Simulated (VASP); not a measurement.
Input of a VASP 6.6.1 run:

The input POSCAR:

```
Ag
1.0
    0.0000000000      1.9638075887      1.9638075887
    1.9638075887      0.0000000000      1.9638075887
    1.9638075887      1.9638075887      0.0000000000
Ag
1
Direct
    0.0000000000      0.0000000000      0.0000000000
```

The input INCAR.step1:

```
ALGO = Normal ; EDIFF = 1E-4
ENCUT = 520 ; GGA = PE
ISMEAR = 0 ; LASPH = T
LCHARG = F ; LREAL = F
LWAVE = T ; NBANDS = 12
NELM = 60 ; PREC = Accurate
SIGMA = 0.1
```

Contents of INCAR.step2:

```
ALGO = Normal ; EDIFF = 1E-6
ENCUT = 520 ; ISIF = 2
ISMEAR = 0 ; ISTART = 1
LASPH = T ; LCHARG = F
LMIXTAU = T ; LREAL = F
LWAVE = F ; METAGGA = R2SCAN
NBANDS = 12 ; NELM = 60
PREC = Accurate ; SIGMA = 0.1
```

The input KPOINTS:

```
k-points
0
Gamma
  18 18 18
```

Potentials or basis: VASP PAW PBE potentials, release 64 (Ag).

Run with:

```bash
$ cat potpaw_PBE.64/Ag/POTCAR > POTCAR
$ cp INCAR.step1 INCAR
$ mpirun -np 1 vasp_std > vasp.out
$ cp INCAR.step2 INCAR
$ mpirun -np 1 vasp_std > vasp.out
```

(1) Estimate the band gap on the k mesh.

(2) What does it give for the pressure?

## Answers

(1) zero (an odd number of electrons rules out a gap without spin polarisation).

(2) 20.5 GPa.

Caveat: the cell stands under pressure; the PAW data sets were made with another functional, which shifts forces and pressure a little.
